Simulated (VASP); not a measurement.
# Pt (Fm-3m) in VASP: notebook

Pt is run at these levels: LDA; tasks: single point, relaxation of cell and atoms.

All numbers are computed with VASP 6.6.1; they aren't measurements. Logs are shortened: lines on timing, memory, paths and dates and some standing lists are left out, and cuts for length are marked.

## 1. The cell of the first run

Symmetry: Fm-3m, No. 225, cubic system. Conventional cell: a = 3.897 Å, b = 3.897 Å, c = 3.897 Å, α = 90.00°, β = 90.00°, γ = 90.00°. Pt (site symmetry m-3m) has 12 Pt at 2.76 Å within 3.6 Å.

## 2. Single point, LDA

INCAR

```
  PREC = Accurate
  ENCUT = 520
  EDIFF = 1E-6
  ISMEAR = -1
  SIGMA = 0.15
  LREAL = F
  LASPH = T
  NELM = 100
  ALGO = Fast
  ISIF = 2
  LWAVE = F
  LCHARG = T
  LELF = T
  LVHAR = T
  NBANDS = 11
```

KPOINTS

```
regular mesh
0
Gamma
  18 18 18
```

POSCAR

```
Pt
1.0
    0.0000000000      1.9485706735      1.9485706735
    1.9485706735      0.0000000000      1.9485706735
    1.9485706735      1.9485706735      0.0000000000
Pt
1
Direct
    0.0000000000      0.0000000000      0.0000000000
```

Potentials or basis: VASP PAW LDA potentials, release 64 (Pt).

Started as:

```sh
> cat potpaw_LDA.64/Pt/POTCAR > POTCAR
> mpirun -np 1 vasp_std > vasp.out
```

OUTCAR:

```text
PREC = Accurate
   ENCUT = 520
   EDIFF = 1E-6
   ISMEAR = -1
   LREAL = F
   LASPH = T
   NELM = 100
   ISIF = 2

 ion  position               nearest neighbor table
   1  0.000  0.000  0.000-

  LATTYP: Found a face centered cubic cell.
 ALAT       =     3.8971413470

  Lattice vectors:

 A1 = (   0.0000000000,   1.9485706735,   1.9485706735)
 A2 = (   1.9485706735,   0.0000000000,   1.9485706735)
 A3 = (   1.9485706735,   1.9485706735,   0.0000000000)

Analysis of symmetry for initial positions (statically):
=====================================================================
 Subroutine PRICEL returns:
 Original cell was already a primitive cell.

 Routine SETGRP: Setting up the symmetry group for a
 face centered cubic supercell.

 Subroutine GETGRP returns: Found 48 space group operations
 (whereof 48 operations were pure point group operations)
 out of a pool of 48 trial point group operations.

The static configuration has the point symmetry O_h .

Analysis of symmetry for dynamics (positions and initial velocities):
=====================================================================
 Subroutine PRICEL returns:
 Original cell was already a primitive cell.

 Routine SETGRP: Setting up the symmetry group for a
 face centered cubic supercell.

 Subroutine GETGRP returns: Found 48 space group operations
 (whereof 48 operations were pure point group operations)
 out of a pool of 48 trial point group operations.

The dynamic configuration has the point symmetry O_h .

 Subroutine INISYM returns: Found 48 space group operations
 (whereof 48 operations are pure point group operations),
 and found     1 'primitive' translations

----------------------------------------------------------------------------------------

                                     Primitive cell

  volume of cell :      14.7972

  direct lattice vectors                    reciprocal lattice vectors
     0.000000000  1.948570673  1.948570673    -0.256598340  0.256598340  0.256598340
     1.948570673  0.000000000  1.948570673     0.256598340 -0.256598340  0.256598340
     1.948570673  1.948570673  0.000000000     0.256598340  0.256598340 -0.256598340

  length of vectors
     2.755695074  2.755695074  2.755695074     0.444441362  0.444441362  0.444441362

  position of ions in fractional coordinates (direct lattice)
     0.000000000  0.000000000  0.000000000

  ion indices of the primitive-cell ions
   primitive index   ion index
                 1           1

----------------------------------------------------------------------------------------

 KPOINTS: regular mesh

Automatic generation of k-mesh.
 Grid dimensions read from file:
 generate k-points for:   18   18   18

 Generating k-lattice:

  Cartesian coordinates                     Fractional coordinates (reciprocal lattice)
    -0.014255463  0.014255463  0.014255463     0.055555556  0.000000000  0.000000000
     0.014255463 -0.014255463  0.014255463     0.000000000  0.055555556  0.000000000
     0.014255463  0.014255463 -0.014255463     0.000000000  0.000000000  0.055555556

  Length of vectors
     0.024691187  0.024691187  0.024691187

  Shift w.r.t. Gamma in fractional coordinates (k-lattice)
     0.000000000  0.000000000  0.000000000

 Subroutine IBZKPT returns following result:
 ===========================================

 Found    195 irreducible k-points:

 Following reciprocal coordinates:
            Coordinates               Weight
  0.000000  0.000000  0.000000      1.000000
  0.055556  0.000000  0.000000      8.000000
  0.111111  0.000000  0.000000      8.000000
  0.166667  0.000000  0.000000      8.000000
  0.222222  0.000000  0.000000      8.000000
  0.277778  0.000000  0.000000      8.000000
[... 16 lines left out ...]
 -0.277778  0.055556  0.000000     24.000000
 -0.222222  0.055556  0.000000     24.000000
 [... further k-points ...]
   k-points           NKPTS =    195   k-points in BZ     NKDIM =    195   number of bands    NBANDS=     11
   number of dos      NEDOS =    301   number of ions     NIONS =      1
   total plane-waves  NPLWV =   8000
   dimension x,y,z NGX =    20 NGY =   20 NGZ =   20
   dimension x,y,z NGXF=    40 NGYF=   40 NGZF=   40
   ions per type =               1
   NGX,Y,Z   is equivalent  to a cutoff of  12.07, 12.07, 12.07 a.u.
   NGXF,Y,Z  is equivalent  to a cutoff of  24.13, 24.13, 24.13 a.u.
 SYSTEM =  unknown system
   PREC   = accura    normal or accurate (medium, high low for compatibility)
   ISTART =      0    job   : 0-new  1-cont  2-samecut
   ICHARG =      2    charge: 1-file 2-atom 10-const
   ISPIN  =      1    spin polarized calculation?
   LNONCOLLINEAR =      F non collinear calculations
   LSORBIT =      F    spin-orbit coupling
   LASPH  =      T    aspherical Exc in radial PAW
   ENCUT  =  520.0 eV  38.22 Ry    6.18 a.u.   5.12  5.12  5.12*2*pi/ulx,y,z
   NELM   =    100;   NELMIN=  2; NELMDL= -5     # of ELM steps
   EDIFF  = 0.1E-05   stopping-criterion for ELM
   LREAL  =      F    real-space projection
   EDIFFG = 0.1E-04   stopping-criterion for IOM
   NSW    =      0    number of steps for IOM
   IBRION =     -1    ionic relax: 0-MD 1-quasi-New 2-CG
   NFREE  =      0    steps in history (QN), initial steepest desc. (CG)
   ISIF   =      2    stress and relaxation
   ISYM   =      2    0-nonsym 1-usesym 2-fastsym
   POTIM  = 0.5000    time-step for ionic-motion
   TEBEG  =    0.0;   TEEND  =   0.0 temperature during run
   PSTRESS=    0.0 pullay stress
   NELECT =      10.0000    total number of electrons
   NUPDOWN=      -1.0000    fix difference up-down
   EMIN   =  10.00;   EMAX   =-10.00  energy-range for DOS
   EFERMI =   0.00;   METHOD = LEGACY
   ISMEAR =    -1;   SIGMA  =   0.15  broadening in eV -4-tet -1-fermi 0-gaus
   EFERMI_NEDOS =   21; number of points for ismear=-14 and -15
   IALGO  =     68    algorithm
   IMIX   =      4    mixing-type and parameters
     AMIX     =   0.40;   BMIX     =  1.00
     AMIX_MAG =   1.60;   BMIX_MAG =  1.00
  volume/ion in A,a.u.               =      14.80        99.86
  Fermi-wavevector in a.u.,A,eV,Ry     =   1.436642  2.714860 28.081626  2.063941
  Thomas-Fermi vector in A             =   2.555808
   LORBIT       =      0    0 simple, 1 ext, 2 COOP (PROOUT), +10 PAW based schemes
   GGA     = CA    functional components
   LHFCALC =     F    Hartree Fock is set to
   AEXX    =    0.0000 exact exchange contribution
   IVDW    =     0    specifies the selected vdW correction
   LEPSILON=     F    determine dielectric tensor
   LRPA    =     F    only Hartree local field effects (RPA)
 non-spin polarized calculation
 RMM-DIIS sequential band-by-band and
  energy-cutoff  :      520.00
  volume of cell :       14.80
 maximum number of plane-waves:       411
   NGX = 11   NGY = 11   NGZ = 11

 number of electron      10.0000000 magnetization

 Free energy of the ion-electron system (eV)
  ---------------------------------------------------
  ext. energy  EPLUGINS =         0.00000000
  ---------------------------------------------------
  free energy    TOTEN  =        -7.56456677 eV

  energy without entropy =       -7.45583473  energy(sigma->0) =       -7.51020075

 E-fermi :  11.5351     XC(G=0): -13.7980

 val. band max:       11.5319638720   @ k =   0.3889   0.2222   0.0000
 cond. band min:      11.5406026112   @ k =  -0.4444   0.2778   0.0556
 fundamental gap:      0.0086387392
 Fermi energy:        11.5350590742

 k-point     1 :       0.0000    0.0000    0.0000
  band No.  band energies     occupation
      1       1.0528      2.00000
      2       7.5776      2.00000
      3       7.5776      2.00000
      4       7.5776      2.00000
      5       9.8365      1.99998
      6       9.8365      1.99998
      7      26.0804      0.00000
      8      31.1070      0.00000
      9      31.1070      0.00000
     10      31.1070      0.00000
     11      36.6296      0.00000

 k-point     2 :       0.0556    0.0000    0.0000
  band No.  band energies     occupation
      1       1.1799      2.00000
      2       7.5194      2.00000
      3       7.6291      2.00000
      4       7.6291      2.00000
      5       9.8067      1.99998
      6       9.8067      1.99998
      7      26.2831      0.00000
      8      30.4490      0.00000
      9      31.3061      0.00000
     10      31.3061      0.00000
     11      37.3721      0.00000

 k-point     3 :       0.1111    0.0000    0.0000
  band No.  band energies     occupation
      1       1.5493      2.00000
      2       7.3702      2.00000
      3       7.7642      2.00000
      4       7.7642      2.00000
      5       9.7426      1.99999
      6       9.7426      1.99999
      7      26.8373      0.00000
      8      29.0617      0.00000
      9      31.8859      0.00000
     10      31.8859      0.00000
     11      38.2655      0.00000

 k-point     4 :       0.1667    0.0000    0.0000
  band No.  band energies     occupation
      1       2.1196      2.00000
      2       7.2043      2.00000
      3       7.9170      2.00000
      4       7.9170      2.00000
      5       9.7233      1.99999
      6       9.7233      1.99999
      7      27.4774      0.00000
      8      27.5508      0.00000
      9      32.7904      0.00000
     10      32.7904      0.00000
     11      36.6822      0.00000
[... 239 lines left out ...]
 k-point    22 :      -0.3333    0.0556    0.0000
  band No.  band energies     occupation
      1       3.9712      2.00000
      2       7.6858      2.00000
      3       7.8034      2.00000
      4       8.2406      2.00000
      5      10.5382      1.99740
      6      11.3112      1.63280
      7      21.3240      0.00000
      8      26.8133      0.00000
      9      31.2772      0.00000
     10      33.2458      0.00000
     11      36.4555      0.00000

 k-point    23 :      -0.2778    0.0556    0.0000
  band No.  band energies     occupation
      1       3.6852      2.00000
      2       7.4131      2.00000
      3       7.8765      2.00000
      4       7.9526      2.00000
      5      10.0253      1.99991
      6      10.7886      1.98630
      7      23.3825      0.00000
      8      27.5694      0.00000
      9      32.2435      0.00000
     10      34.7986      0.00000
     11      35.1102      0.00000

 k-point    24 :      -0.2222    0.0556    0.0000
  band No.  band energies     occupation
      1       3.1295      2.00000
      2       7.0731      2.00000
      3       7.9878      2.00000
      4       8.0568      2.00000
      5       9.6239      1.99999
      6      10.3329      1.99934
      7      25.2900      0.00000
      8      28.1032      0.00000
      9      32.7329      0.00000
     10      34.1005      0.00000
     11      35.3601      0.00000

 [... further k-points ...]

------------------------ aborting loop because EDIFF is reached ----------------------------------------

  FORCE on cell =-STRESS in cart. coord.  units (eV):
  Direction    XX          YY          ZZ          XY          YZ          ZX
  --------------------------------------------------------------------------------------
  -------------------------------------------------------------------------------------
  Total        0.0764153      0.0764153      0.0764153      0.0000000      0.0000000      0.0000000
  in kB        8.2739440      8.2739440      8.2739440      0.0000000      0.0000000      0.0000000
  external PRESSURE =       8.2739440 kB  Pullay stress =       0.0000000 kB

 VOLUME and BASIS-vectors are now :
 -----------------------------------------------------------------------------
  energy-cutoff  :      520.00
  volume of cell :       14.80
      direct lattice vectors                 reciprocal lattice vectors
     0.000000000  1.948570673  1.948570673    -0.256598340  0.256598340  0.256598340
     1.948570673  0.000000000  1.948570673     0.256598340 -0.256598340  0.256598340
     1.948570673  1.948570673  0.000000000     0.256598340  0.256598340 -0.256598340

 POSITION                                       TOTAL-FORCE (eV/Angst)
 -----------------------------------------------------------------------------------
      0.00000      0.00000      0.00000         0.000000      0.000000      0.000000
 -----------------------------------------------------------------------------------
    total drift:                                0.000000     -0.000000      0.000000

  FREE ENERGIE OF THE ION-ELECTRON SYSTEM (eV)
  ---------------------------------------------------
  free  energy   TOTEN  =        -7.5645667655 eV

  energy  without entropy=       -7.4558347289  energy(sigma->0) =       -7.51020075
```

It took 52 s on 1 thread of Intel Xeon 8259CL, shared host; peak memory 0.14 GiB.

Results:

| Property | Result |
| --- | --- |
| Free energy | -7.5646 eV |
| Pressure | 0.8 GPa |
| Band gap on the k mesh | zero (bands 5 and 6 overlap by 2.31 eV) |

Levels at points of the mesh, in eV from the Fermi level:
```csv
k point,band 3,band 4,band 5,band 6,band 7,band 8
"(0.00, 0.00, 0.00)",-3.96,-3.96,-1.70,-1.70,14.55,19.57
"(0.50, 0.00, 0.00)",-4.01,-0.58,0.03,0.03,5.96,14.12
"(0.50, 0.50, 0.00)",0.01,0.49,0.49,1.71,9.05,11.38
```

Caveat: spin-orbit coupling is left out, which moves the levels of the heavy elements.

## 3. Relaxation of cell and atoms, LDA

This run uses another cell than the first one, of 14.73 Å³/atom.

INCAR

```
SYSTEM = Pt
PREC     = Accurate       ! precision mode
ENCUT    = 600            ! plane-wave cutoff, eV
EDIFF    = 1E-6           ! SCF threshold, eV
ISMEAR   = 0              ! smearing method
SIGMA    = 0.1            ! smearing width, eV
LREAL    = .False.        ! projectors in reciprocal space
LASPH    = .True.         ! aspherical terms in the spheres
NELM     = 100            ! most SCF steps
ALGO     = Fast           ! electronic algorithm
ISIF     = 3              ! what is computed and relaxed
LWAVE    = .False.        ! write WAVECAR
LCHARG   = .False.        ! write CHGCAR
GGA      = CA             ! functional
IBRION   = 2              ! ionic algorithm
NSW      = 100            ! ionic steps
EDIFFG   = -0.002         ! ionic threshold
```

KPOINTS

```
regular mesh
0
Gamma
  16 16 16
  0 0 0
```

POSCAR

```
Pt
1.0
    0.0000000000      1.9456504822      1.9456504822
    1.9456504822      0.0000000000      1.9456504822
    1.9456504822      1.9456504822      0.0000000000
Pt
1
Direct
    0.0000000000      0.0000000000      0.0000000000
```

Potentials or basis: VASP PAW LDA potentials, release 64 (Pt).

Started as:

```sh
> cat potpaw_LDA.64/Pt/POTCAR > POTCAR
> mpirun -np 1 vasp_std > vasp.out
```

Wall time 79 s (1 thread of Intel Xeon 8259CL, shared host); peak memory 0.16 GiB.

It converged, with:

```yaml
Free_energy: -7.5090 eV
Relaxed_volume: 14.80 Å³/atom
Relaxed_cell: a = 2.756 Å, b = 2.756 Å, c = 2.756 Å, α = 60.00°, β = 60.00°, γ = 60.00°
Space_group_after_relaxing_to_0.1_Å: Fm-3m (No. 225)
Energy_gained_by_relaxing: 0.3 meV/atom
Ionic_steps: 4
Pressure_after_relaxing: 0.0 GPa
Band_gap_on_the_k_mesh: zero (bands 5 and 6 overlap by 2.30 eV)
```

Step by step:
| step | energy change (eV) | largest force (eV/Å) | pressure (GPa) | volume (Å³) |
| --- | --- | --- | --- | --- |
| 1 | 0.0000 | 0.0000 | 1.46 | 14.73 |
| 2 | 0.0028 | 0.0000 | -4.39 | 15.02 |
| 3 | -0.0003 | 0.0000 | -0.04 | 14.80 |
| 4 | -0.0003 | 0.0000 | 0.01 | 14.80 |

Final structure:
```cif
data_structure
_symmetry_space_group_name_H-M 'P 1'
_symmetry_Int_Tables_number 1
_cell_length_a 2.7556
_cell_length_b 2.7556
_cell_length_c 2.7556
_cell_angle_alpha 60.000
_cell_angle_beta 60.000
_cell_angle_gamma 60.000
_cell_volume 14.80
loop_
_atom_site_label
_atom_site_type_symbol
_atom_site_fract_x
_atom_site_fract_y
_atom_site_fract_z
_atom_site_occupancy
Pt1 Pt 0.00000 0.00000 0.00000 1
```

Levels at points of the mesh, in eV from the Fermi level:
| k point | band 1 | band 2 | band 3 | band 4 | band 5 | band 6 | band 7 | band 8 | band 9 |
| --- | --- | --- | --- | --- | --- | --- | --- | --- | --- |
| (0.00, 0.00, 0.00) | -10.44 | -3.92 | -3.92 | -3.92 | -1.66 | -1.66 | 14.59 | 19.62 | 19.62 |
| (0.50, 0.00, 0.00) | -7.55 | -3.98 | -3.98 | -0.54 | 0.07 | 0.07 | 6.00 | 14.16 | 19.04 |
| (0.50, 0.50, 0.00) | -7.29 | -6.84 | 0.05 | 0.53 | 0.53 | 1.75 | 9.10 | 11.42 | 11.42 |

Caveat: spin-orbit coupling is left out, which moves the levels of the heavy elements.
